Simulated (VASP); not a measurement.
Set up this calculation in VASP 6.6.1, as the native input.

```
Task                   : single point
Functional             : PBE
Potentials or basis    : VASP PAW PBE potentials, release 64 (Au, Cu)
Cutoff                 : 520 eV
k mesh                 : 9 × 9 × 7
Occupations            : fermi-dirac, width 0.05 eV
Spin                   : no spin polarisation
Dipole correction      : no
Further INCAR settings : ALGO = Fast; EDIFF = 1e-07; NBANDS = 18
```

The structure of CuAu lies in POSCAR:

```
CuAu
1.0
    2.9231794334      0.0000000000      0.0000000000
    0.0000000000      2.8107494552      0.0000000000
    0.0000000000      0.0000000000      3.6850000000
Au Cu
1 1
Direct
    0.0000000000      0.0000000000      0.0000000000
    0.5000000000      0.5000000000      0.5000000000
```

These files were run (other wordings do the same):

INCAR

```
SYSTEM = CuAu
ALGO     = Fast           ! electronic algorithm
EDIFF    = 1E-7           ! SCF threshold, eV
ENCUT    = 520            ! plane-wave cutoff, eV
GGA      = PE             ! functional
ISIF     = 2              ! what is computed and relaxed
ISMEAR   = -1             ! smearing method
LASPH    = .TRUE.         ! aspherical terms in the spheres
LCHARG   = .FALSE.        ! write CHGCAR
LREAL    = .FALSE.        ! projectors in reciprocal space
LWAVE    = .FALSE.        ! write WAVECAR
NBANDS   = 18             ! bands
NELM     = 80             ! most SCF steps
PREC     = Accurate       ! precision mode
SIGMA    = 0.05           ! smearing width, eV
```

KPOINTS

```
k-points
0
G
  9 9 7
  0 0 0
```

Potentials or basis: VASP PAW PBE potentials, release 64 (Au, Cu).

Command:

```bash
$ cat potpaw_PBE.64/Au/POTCAR potpaw_PBE.64/Cu/POTCAR > POTCAR
$ mpirun -np 1 vasp_std > vasp.out
```

Results of the run:

* Pressure: -1.1 GPa
* Band gap on the k mesh: zero (bands 11 and 12 overlap by 5.23 eV)

Caveat: spin-orbit coupling is left out, which moves the levels of the heavy elements.

It took 120 s on 1 thread of AMD EPYC 7R43 64-Core Processor (Zen 3), on a shared host, peak memory 0.14 GiB.
